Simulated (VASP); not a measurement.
A run of VASP 6.6.1 is set up as follows.

INCAR

```
PREC = Accurate
ENCUT = 500
EDIFF = 1E-6
ISMEAR = -1
SIGMA = 0.05
LREAL = False
LASPH = True
NELM = 120
ALGO = Normal
ISIF = 2
LWAVE = False
LCHARG = False
GGA = PS
NBANDS = 26
GGA_COMPAT = False
```

File KPOINTS:

```
Automatic mesh
0
Gamma
  7 7 4
```

Contents of POSCAR:

```
CdS
1.0
    3.9556356341      0.0000000000      0.0000000000
   -1.9778178170      3.4256809472      0.0000000000
    0.0000000000      0.0000000000      6.4481285568
Cd S
2 2
Direct
    0.6666666667      0.3333333333      0.4995679518
    0.3333333333      0.6666666667     -0.0004320482
    0.6666666667      0.3333333333      0.8754320482
    0.3333333333      0.6666666667      0.3754320482
```

Potentials or basis: VASP PAW PBE potentials, release 64 (Cd, S).

Launch:

```bash
$ cat potpaw_PBE.64/Cd/POTCAR potpaw_PBE.64/S/POTCAR > POTCAR
$ mpirun -np 1 vasp_std > vasp.out
```

**Question.** Estimate the band gap on the k mesh.

**Answer.** 1.36 eV, direct.

**Question.** Predict the pressure.

**Answer.** 10.7 GPa.

Forces in eV/Å, atoms in the order of the input:
```
Cd   0.000  0.000  0.008
Cd   0.000  0.000  0.008
S    0.000  0.000 -0.008
S    0.000  0.000 -0.008
```

Caveat: the PAW data sets were made with another functional, which shifts forces and pressure a little. A hybrid or GW would open this gap; PBEsol tends to underestimate it.
